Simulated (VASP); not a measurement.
Set up this calculation in VASP 6.6.1, as the native input.

```
Task                   : single point
Functional             : PBE
Potentials or basis    : VASP PAW PBE potentials, release 64 (Zr_sv, Ti_sv, Si)
Cutoff                 : 520 eV
k mesh                 : 6 × 6 × 8
Occupations            : fermi-dirac, width 0.15 eV
Spin                   : no spin polarisation
Dipole correction      : no
Further INCAR settings : ALGO = Normal; EDIFF = 1e-06; NBANDS = 52
```

The structure of ZrTi3Si8 lies in POSCAR:

```
ZrTi3Si8
1.0
    4.1963342059     -4.3437582024      0.0000000000
    4.1963342059      4.3437582024      0.0000000000
    0.0000000000      0.0000000000      4.8853017704
Zr Ti Si
1 3 8
Direct
    0.0000000000      0.0000000000      0.5000000000
    0.0000000000      0.5000000000      0.7480342343
    0.5000000000      0.0000000000      0.2519657657
    0.5000000000      0.5000000000      0.0000000000
    0.8342600581      0.3453317510      0.2429347706
    0.3453317510      0.8342600581      0.7570652294
    0.1657399419      0.6546682490      0.2429347706
    0.6546682490      0.1657399419      0.7570652294
    0.6565055973      0.6565055973      0.5000000000
    0.1687849101      0.1687849101      0.0000000000
    0.3434944027      0.3434944027      0.5000000000
    0.8312150899      0.8312150899      0.0000000000
```

One way to write it, as run:

INCAR

```
SYSTEM = ZrTi3Si8
ALGO = Normal
EDIFF = 1E-6
ENCUT = 520
GGA = PE
ISIF = 2
ISMEAR = -1
LASPH = .True.
LCHARG = .False.
LREAL = .False.
LWAVE = .False.
NBANDS = 52
NELM = 60
PREC = Accurate
SIGMA = 0.15
```

KPOINTS

```
k-points
0
Gamma
  6 6 8
  0 0 0
```

Potentials or basis: VASP PAW PBE potentials, release 64 (Zr_sv, Ti_sv, Si).

Launch:

```console
$ cat potpaw_PBE.64/Zr_sv/POTCAR potpaw_PBE.64/Ti_sv/POTCAR potpaw_PBE.64/Si/POTCAR > POTCAR
$ mpirun -np 1 vasp_std > vasp.out
```

Results of the run:

The pressure is 0.0 GPa, the largest force is 0.004 eV/Å and the band gap on the k mesh is zero (bands 40 and 41 overlap by 1.27 eV).

Run time: 11 min on 1 thread of Intel(R) Xeon(R) Platinum 8259CL CPU @ 2.50GHz (Skylake/Cascade Lake), on a shared host, peak memory 0.59 GiB.
